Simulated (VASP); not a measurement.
Runs of VASP 6.6.1 on ScInTeSe. The structure is that of space group P4/mmm (No. 123), or close to it. The cells are those of the table. 

```csv
cell,k mesh,gap on the mesh (eV),pressure (GPa)
"a = 4.203, b = 4.203, c = 5.989 Å, 4 atoms",3 × 3 × 3,none,-0.1
"a = 4.197, b = 4.197, c = 5.997 Å, 4 atoms",3 × 3 × 3,none,(a)
"a = 4.198, b = 4.198, c = 5.998 Å, 4 atoms",3 × 3 × 3,none,-0.1
"a = 4.140, b = 4.140, c = 6.293 Å, 4 atoms",3 × 3 × 2,none,-0.1
"a = 4.133, b = 4.133, c = 6.477 Å, 4 atoms",3 × 3 × 3,none,0.3
```

Alike in all rows: task single point; level PBE; potentials or basis VASP PAW PBE potentials, release 64 (Sc_sv, In_d, Te, Se); no spin polarisation; cutoff (eV) 500; smearing gaussian 0.15 eV.

**Question.** Fill in the values left out.

**Answer.** (a) 0.0.

Caveats: all runs use coarse meshes; spin-orbit coupling is left out, which moves the levels of the heavy elements.

A k mesh can miss the band edges, and the runs leave out spin-orbit coupling on In, Se, Te.

A gap of «none» marks levels without a gap at the run's occupations.
